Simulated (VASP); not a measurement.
Input of a VASP 6.6.1 run:

File INCAR:

```
SYSTEM = ZnS
ALGO = Normal
EDIFF = 1E-7
ENCUT = 520
GGA = CA
ISIF = 2
ISMEAR = 0
LASPH = .True.
LCHARG = .False.
LREAL = .False.
LWAVE = .False.
NBANDS = 26
NELM = 80
PREC = Accurate
SIGMA = 0.05
```

File KPOINTS:

```
k-points
0
Gamma
  12 12 6
  0 0 0
```

The input POSCAR:

```
ZnS
1.0
    3.8109987816      0.0000000000      0.0000000000
   -1.9054993908      3.3004217586      0.0000000000
    0.0000000000      0.0000000000      6.2340000000
Zn S
2 2
Direct
    0.2677337322      0.6666666667      0.0000000000
    0.6010670655      0.3333333333      0.5000000000
    0.3333333333      0.6666666667      0.3850000000
    0.6666666667      0.3333333333      0.8850000000
```

Potentials or basis: VASP PAW LDA potentials, release 64 (Zn, S).

Command:

```sh
$ cat potpaw_LDA.64/Zn/POTCAR potpaw_LDA.64/S/POTCAR > POTCAR
$ mpirun -np 1 vasp_std > vasp.out
```

Problem. Predict the largest force.

Solution. 2.043 eV/Å.

Problem. Predict the pressure.

Solution. -1.2 GPa.

Problem. What does it give for the band gap on the k mesh?

Solution. 1.95 eV, direct.

Forces in eV/Å, atoms in the order of the input:
```
Zn   1.789  0.651  0.702
Zn   1.789 -0.651  0.702
S   -1.789  0.692 -0.702
S   -1.789 -0.692 -0.702
```

Caveat: the cell differs from its parent crystal (all Zn atoms moved -0.250 Å, as atom 1 along Cartesian [1 0 0]); forces of over 1 eV/Å act on the atoms, so gaps and moduli don't describe the material at rest. A k mesh can miss the band edges.
